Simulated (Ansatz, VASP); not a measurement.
## One calculation of Si2B3, two programs

INCAR

```
SYSTEM = Si2B3
PREC = Accurate ; ENCUT = 500
EDIFF = 1E-7 ; ISMEAR = 0
SIGMA = 0.2 ; LREAL = .False.
LASPH = .True. ; NELM = 120
ALGO = Normal ; ISIF = 3
LWAVE = .False. ; LCHARG = .False.
GGA = PE ; IBRION = 2
NSW = 36 ; EDIFFG = -0.08
GGA_COMPAT = .False. ; NELMIN = 4
```

KPOINTS

```
Automatic mesh
0
Gamma
  6 6 6
  0 0 0
```

Contents of POSCAR:

```
Si2B3
1.0
    1.5000000000      0.8660254000      6.5333333300
   -1.5000000000      0.8660254000      6.5333333300
    0.0000000000     -1.7320508100      6.5333333300
Si B
2 3
Direct
    0.4000000000      0.4000000000      0.4000000000
    0.6000000000      0.6000000000      0.6000000000
    0.7880000000      0.7880000000      0.7880000000
    0.2120000000      0.2120000000      0.2120000000
    0.0000000000      0.0000000000      0.0000000000
```

Input for Ansatz:

```yaml
crystal:
  lattice:
    - [1.5, 0.8660254, 6.53333333]
    - [-1.5, 0.8660254, 6.53333333]
    - [0.0, -1.73205081, 6.53333333]
  atoms:
    - { symbol: Si, position: [0.4, 0.4, 0.4] }
    - { symbol: Si, position: [0.6, 0.6, 0.6] }
    - { symbol: B, position: [0.788, 0.788, 0.788] }
    - { symbol: B, position: [0.212, 0.212, 0.212] }
    - { symbol: B, position: [0.0, 0.0, 0.0] }
basis:
  ecutwfc: 420
kpoints:
  mp_grid: { grid: [6, 6, 6] }
hamiltonian:
  xc: pbe
scf:
  occupations: { method: gaussian, width: 0.2 }
  lower_state_search: "off"
output:
  forces: true
  stress: true
  eigenvalues: true
relax:
  adjacent_minimum: "off"
  f_tol: 0.08
  max_steps: 16
  cell: { stress_tol: 0.8 }
```

Alike in both runs: task relaxation of cell and atoms; functional PBE; k mesh 6 × 6 × 6; occupations gaussian, width 0.2 eV; no spin polarisation.

|  | VASP | Ansatz |
| --- | --- | --- |
| version | VASP 6.6.1 | Ansatz 0.2.0 |
| potentials or method | VASP PAW PBE potentials, release 64 (Si, B), cutoff 500 eV | scalar-relativistic, plane waves, PAW |
| valence electrons in the cell | 17 | 17 |

Ansatz gave:

```
gap on the k mesh at the Fermi level, each at its own relaxed structure (eV) : none
relaxed volume (Å³/atom)                                                     : 9.12
relaxed cell length with the largest relative difference (Å)                 : 6.199
```

**Question.** Estimate VASP's values.

**Answer.** gap on the k mesh at the Fermi level, each at its own relaxed structure (eV): none; relaxed volume (Å³/atom): 9.15; relaxed cell length with the largest relative difference (Å): 6.190.

A gap of «none» marks a metal or a gap that the smearing closes.

The k mesh is coarse, so the values compare programs but aren't converged.
